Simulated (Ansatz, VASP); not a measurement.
## One calculation of MgSn6N, two programs

```
Mg Sn N
1.0
     3.14352    0.00000    0.00000
     0.00000    3.14352    0.00000
     0.00000    0.00000   19.45042
Mg Sn N
1 6 1
Direct
  0.00000 0.00000 0.00000
  0.50000 0.50000 0.58280
  0.50000 0.50000 0.41720
  0.50000 0.50000 0.12090
  0.50000 0.50000 0.87910
  0.00000 0.00000 0.72396
  0.00000 0.00000 0.27604
  0.50000 0.50000 0.00000
```

Alike in both runs: functional PBE; k mesh 10 × 10 × 2; occupations gaussian, width 0.1 eV; no spin polarisation.

Ansatz relaxed the structure, and its values are those at the end. VASP's run is a single point on that final structure, the one shown.

|  | VASP | Ansatz |
| --- | --- | --- |
| version | VASP 6.6.1 | Ansatz 0.2.0 |
| potentials or method | VASP PAW PBE potentials, release 64 (Mg, Sn_d, N), cutoff 520 eV | scalar-relativistic, plane waves, PAW |
| valence electrons in the cell | 91 | 99 |

|  | VASP | Ansatz | Ansatz less VASP |
| --- | --- | --- | --- |
| gap on the k mesh at the Fermi level (eV) | none | none | - |
| pressure (GPa) | -0.1 | 0.0 | +0.10 |

A gap of «none» marks a metal or a gap that the smearing closes. With one functional, cell and mesh, what is left measures potentials, basis and numerics. VASP's potentials hold 91 valence electrons a cell and Ansatz's 99, so a difference there can come from the potentials and not from the codes.
